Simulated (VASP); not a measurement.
Br: single point with PBE

The system is Br.

```
Br
1.0
     3.89843   -2.15463    0.00000
     3.89843    2.15463    0.00000
     0.00000    0.00000    8.68710
Br
4
Direct
  0.85847 0.14153 0.11805
  0.14153 0.85847 0.88195
  0.35847 0.64153 0.38195
  0.64153 0.35847 0.61805
```

```yaml
Program: VASP 6.6.1
Task: single point
Functional: PBE
Potentials_or_basis: VASP PAW PBE potentials, release 64 (Br)
Cutoff: 520 eV
k_mesh: 6 × 6 × 2
Occupations: gaussian, width 0.05 eV
Spin: no spin polarisation
Dipole_correction: no
Further_INCAR_settings: ALGO = Normal; EDIFF = 1e-06; NBANDS = 22
```

```json
{"Pressure": "0.1 GPa", "Largest force": "0.017 eV/Å", "Band gap on the k mesh": "1.40 eV, direct"}
```

Forces on the atoms (eV/Å):
```
Br   0.000  0.008  0.015
Br   0.000 -0.008 -0.015
Br   0.000  0.008 -0.015
Br   0.000 -0.008  0.015
```

Stress tensor (GPa, compression positive):
```
0.28 0.00 0.00
0.00 0.04 0.00
0.00 0.00 0.09
```

Levels at points of the mesh, in eV from the valence-band top:
| k point | band 10 | band 11 | band 12 | band 13 | band 14 | band 15 | band 16 | band 17 | band 18 | band 19 |
| --- | --- | --- | --- | --- | --- | --- | --- | --- | --- | --- |
| (0.00, 0.00, 0.00) | -1.66 | -1.28 | -0.56 | -0.43 | 0.00 | 1.40 | 2.24 | 5.56 | 6.59 | 7.16 |
| (0.50, 0.00, 0.00) | -2.07 | -1.19 | -1.19 | -0.58 | -0.58 | 2.37 | 2.37 | 6.96 | 6.96 | 8.80 |
| (0.50, 0.50, 0.00) | -1.94 | -1.47 | -1.35 | -0.47 | -0.10 | 1.41 | 2.16 | 7.14 | 7.80 | 8.36 |
| (0.00, 0.00, 0.50) | -1.79 | -1.02 | -1.02 | -0.24 | -0.24 | 1.67 | 1.67 | 6.20 | 6.20 | 8.00 |
| (0.50, 0.00, 0.50) | -2.13 | -0.65 | -0.65 | -0.09 | -0.09 | 1.85 | 1.85 | 7.26 | 7.26 | 8.30 |
| (0.50, 0.50, 0.50) | -1.91 | -1.07 | -1.07 | -0.67 | -0.67 | 1.67 | 1.67 | 8.12 | 8.12 | 8.87 |

Wall time 54 s on 1 thread of AMD EPYC 9R45 96-Core Processor (Zen 5), on a shared host, peak memory 0.26 GiB.

A k mesh can miss the band edges. Expect the measured gap to be larger: semilocal functionals such as PBE lack the derivative discontinuity.
